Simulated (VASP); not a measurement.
# La3F (Pm-3m) in VASP: single point with PBE

Aim: the single point of La3F with PBE.

All numbers are computed with VASP 6.6.1; they aren't measurements. Logs are shortened: lines on timing, memory, paths and dates and some standing lists are left out, and cuts for length are marked.

## (1) The cell of the first run

The structure is cubic, space group Pm-3m (No. 221). The conventional cell has a = 5.185 Å, b = 5.185 Å, c = 5.185 Å, α = 90.00°, β = 90.00°, γ = 90.00°. Within 4.8 Å of La (site symmetry 4/mmm) lie 8 La at 3.67 Å and 4 F at 3.67 Å. F (site symmetry m-3m) has 12 La at 3.67 Å within 4.8 Å.

## (2) Single point, PBE

The input, INCAR:

```
SYSTEM = La3F
PREC = Accurate ; ENCUT = 520
EDIFF = 1E-6 ; ISMEAR = 0
SIGMA = 0.1 ; LREAL = .False.
LASPH = .True. ; NELM = 100
ALGO = Normal ; ISIF = 2
LWAVE = .False. ; LCHARG = .False.
GGA = PE ; NBANDS = 28
```

The input, KPOINTS:

```
regular mesh
0
Gamma
  4 4 4
  0 0 0
```

The input, POSCAR:

```
La3F
1.0
    5.1846149400      0.0000000000      0.0000000000
    0.0000000000      5.1846149400      0.0000000000
    0.0000000000      0.0000000000      5.1846149400
La F
3 1
Direct
    0.0000000000      0.5000000000      0.5000000000
    0.5000000000      0.0000000000      0.5000000000
    0.5000000000      0.5000000000      0.0000000000
    0.0000000000      0.0000000000      0.0000000000
```

Potentials or basis: VASP PAW PBE potentials, release 64 (La, F).

Command:

```
cat potpaw_PBE.64/La/POTCAR potpaw_PBE.64/F/POTCAR > POTCAR
mpirun -np 1 vasp_std > vasp.out
```

OUTCAR:

```text
SYSTEM = La3F
   PREC = Accurate
   ENCUT = 520
   EDIFF = 1E-6
   ISMEAR = 0
   LREAL = .False.
   LASPH = .True.
   NELM = 100
   ISIF = 2
   GGA = PE

 ion  position               nearest neighbor table
   1  0.000  0.500  0.500-   2 3.67   3 3.67   3 3.67   2 3.67   2 3.67   3 3.67   3 3.67   2 3.67

   2  0.500  0.000  0.500-   1 3.67   3 3.67   3 3.67   1 3.67   3 3.67   3 3.67   1 3.67   1 3.67

   3  0.500  0.500  0.000-   1 3.67   2 3.67   1 3.67   2 3.67   2 3.67   2 3.67   1 3.67   1 3.67

   4  0.000  0.000  0.000-

  LATTYP: Found a simple cubic cell.
 ALAT       =     5.1846149400

  Lattice vectors:

 A1 = (   5.1846149400,   0.0000000000,   0.0000000000)
 A2 = (   0.0000000000,   5.1846149400,   0.0000000000)
 A3 = (   0.0000000000,   0.0000000000,   5.1846149400)

Analysis of symmetry for initial positions (statically):
=====================================================================
 Subroutine PRICEL returns:
 Original cell was already a primitive cell.

 Routine SETGRP: Setting up the symmetry group for a
 simple cubic supercell.

 Subroutine GETGRP returns: Found 48 space group operations
 (whereof 48 operations were pure point group operations)
 out of a pool of 48 trial point group operations.

The static configuration has the point symmetry O_h .

Analysis of symmetry for dynamics (positions and initial velocities):
=====================================================================
 Subroutine PRICEL returns:
 Original cell was already a primitive cell.

 Routine SETGRP: Setting up the symmetry group for a
 simple cubic supercell.

 Subroutine GETGRP returns: Found 48 space group operations
 (whereof 48 operations were pure point group operations)
 out of a pool of 48 trial point group operations.

The dynamic configuration has the point symmetry O_h .

 Subroutine INISYM returns: Found 48 space group operations
 (whereof 48 operations are pure point group operations),
 and found     1 'primitive' translations

----------------------------------------------------------------------------------------

                                     Primitive cell

  volume of cell :     139.3637

  direct lattice vectors                    reciprocal lattice vectors
     5.184614940  0.000000000  0.000000000     0.192878355  0.000000000  0.000000000
[... 74 lines left out ...]
   NELM   =    100;   NELMIN=  2; NELMDL= -5     # of ELM steps
   EDIFF  = 0.1E-05   stopping-criterion for ELM
   LREAL  =      F    real-space projection
   EDIFFG = 0.1E-04   stopping-criterion for IOM
   NSW    =      0    number of steps for IOM
   IBRION =     -1    ionic relax: 0-MD 1-quasi-New 2-CG
   NFREE  =      0    steps in history (QN), initial steepest desc. (CG)
   ISIF   =      2    stress and relaxation
   ISYM   =      2    0-nonsym 1-usesym 2-fastsym
   POTIM  = 0.5000    time-step for ionic-motion
   TEBEG  =    0.0;   TEEND  =   0.0 temperature during run
   PSTRESS=    0.0 pullay stress
   NELECT =      40.0000    total number of electrons
   NUPDOWN=      -1.0000    fix difference up-down
   EMIN   =  10.00;   EMAX   =-10.00  energy-range for DOS
   EFERMI =   0.00;   METHOD = LEGACY
   ISMEAR =     0;   SIGMA  =   0.10  broadening in eV -4-tet -1-fermi 0-gaus
   EFERMI_NEDOS =   21; number of points for ismear=-14 and -15
   IALGO  =     38    algorithm
   IMIX   =      4    mixing-type and parameters
     AMIX     =   0.40;   BMIX     =  1.00
     AMIX_MAG =   1.60;   BMIX_MAG =  1.00
  volume/ion in A,a.u.               =      34.84       235.12
  Fermi-wavevector in a.u.,A,eV,Ry     =   1.079887  2.040691 15.866515  1.166156
  Thomas-Fermi vector in A             =   2.215864
   LORBIT       =      0    0 simple, 1 ext, 2 COOP (PROOUT), +10 PAW based schemes
   GGA     = PE    functional components
   LHFCALC =     F    Hartree Fock is set to
   AEXX    =    0.0000 exact exchange contribution
   IVDW    =     0    specifies the selected vdW correction
   LEPSILON=     F    determine dielectric tensor
   LRPA    =     F    only Hartree local field effects (RPA)
 non-spin polarized calculation
 Gauss-broadening in eV      SIGMA  =   0.10
  energy-cutoff  :      520.00
  volume of cell :      139.36
 maximum number of plane-waves:      3840
 NGX is ok and might be reduce to    40
   NGX = 19   NGY = 19   NGZ = 19

 number of electron      40.0000009 magnetization

 Free energy of the ion-electron system (eV)
  ---------------------------------------------------
  ext. energy  EPLUGINS =         0.00000000
  ---------------------------------------------------
  free energy    TOTEN  =       -17.68428730 eV

  energy without entropy =      -17.63523154  energy(sigma->0) =      -17.65975942

 E-fermi :   6.0382     XC(G=0):  -8.8862

 val. band max:        6.0367269472   @ k =   0.5000   0.2500   0.0000
 cond. band min:       6.0624696340   @ k =   0.5000   0.2500   0.0000
 fundamental gap:      0.0257426868
 Fermi energy:         6.0382146145

 k-point     1 :       0.0000    0.0000    0.0000
  band No.  band energies     occupation
      1     -27.1170      2.00000
      2     -26.8748      2.00000
      3     -26.8748      2.00000
      4     -16.0404      2.00000
      5     -11.2377      2.00000
      6     -11.2377      2.00000
[... 299 lines left out ...]
     27       7.4060      0.00000
     28       7.5445      0.00000

------------------------ aborting loop because EDIFF is reached ----------------------------------------

  FORCE on cell =-STRESS in cart. coord.  units (eV):
  Direction    XX          YY          ZZ          XY          YZ          ZX
  --------------------------------------------------------------------------------------
  -------------------------------------------------------------------------------------
  Total       -3.4785617     -3.4785617     -3.4785617      0.0000000     -0.0000000      0.0000000
  in kB      -39.9908628    -39.9908628    -39.9908628      0.0000000     -0.0000000      0.0000000
  external PRESSURE =     -39.9908628 kB  Pullay stress =       0.0000000 kB

 VOLUME and BASIS-vectors are now :
 -----------------------------------------------------------------------------
  energy-cutoff  :      520.00
  volume of cell :      139.36
      direct lattice vectors                 reciprocal lattice vectors
     5.184614940  0.000000000  0.000000000     0.192878355  0.000000000  0.000000000
     0.000000000  5.184614940  0.000000000     0.000000000  0.192878355  0.000000000
     0.000000000  0.000000000  5.184614940     0.000000000  0.000000000  0.192878355

 POSITION                                       TOTAL-FORCE (eV/Angst)
 -----------------------------------------------------------------------------------
      0.00000      2.59231      2.59231         0.000000      0.000000      0.000000
      2.59231      0.00000      2.59231         0.000000      0.000000      0.000000
      2.59231      2.59231      0.00000         0.000000      0.000000      0.000000
      0.00000      0.00000      0.00000         0.000000      0.000000      0.000000
 -----------------------------------------------------------------------------------
    total drift:                                0.000000     -0.000000     -0.000000

  FREE ENERGIE OF THE ION-ELECTRON SYSTEM (eV)
  ---------------------------------------------------
  free  energy   TOTEN  =       -17.6842873043 eV

  energy  without entropy=      -17.6352315431  energy(sigma->0) =      -17.65975942
```

OSZICAR:

```text
N       E                     dE             d eps       ncg     rms          rms(c)
DAV:   1     0.494114462683E+03    0.49411E+03   -0.13993E+04   560   0.191E+03
DAV:   2     0.900186157582E+02   -0.40410E+03   -0.39474E+03   808   0.361E+02
DAV:   3    -0.164613568095E+01   -0.91665E+02   -0.89954E+02   944   0.186E+02
DAV:   4    -0.160595833765E+02   -0.14413E+02   -0.13697E+02  1080   0.690E+01
DAV:   5    -0.184211184674E+02   -0.23615E+01   -0.23214E+01  1088   0.280E+01    0.670E+00
DAV:   6    -0.175978103938E+02    0.82331E+00   -0.79324E+00   912   0.167E+01    0.358E+00
DAV:   7    -0.176581897049E+02   -0.60379E-01   -0.15491E+00  1040   0.939E+00    0.149E+00
DAV:   8    -0.176776795982E+02   -0.19490E-01   -0.17208E-01  1064   0.277E+00    0.807E-01
DAV:   9    -0.176837556615E+02   -0.60761E-02   -0.41097E-02   984   0.141E+00    0.241E-01
DAV:  10    -0.176842958782E+02   -0.54022E-03   -0.74350E-03   904   0.622E-01    0.759E-02
DAV:  11    -0.176843185107E+02   -0.22633E-04   -0.83873E-04  1080   0.242E-01    0.573E-02
DAV:  12    -0.176842882194E+02    0.30291E-04   -0.43731E-04   864   0.104E-01    0.158E-02
DAV:  13    -0.176842867149E+02    0.15045E-05   -0.62545E-05  1024   0.541E-02    0.263E-03
DAV:  14    -0.176842873043E+02   -0.58946E-06   -0.32643E-06   792   0.147E-02
   1 F= -.17684287E+02 E0= -.17659759E+02  d E =-.490558E-01
```

Wall time 51 s (1 thread of AMD EPYC 7R43 (Zen 3), shared host); peak memory 0.21 GiB.

Results:

* Free energy: -17.6843 eV
* Pressure: -4.0 GPa
* Band gap on the k mesh: zero (band 20 reaches 6.58 eV, above the bottom of band 21 at 5.29 eV)

Caveat: spin-orbit coupling is left out, which moves the levels of the heavy elements.
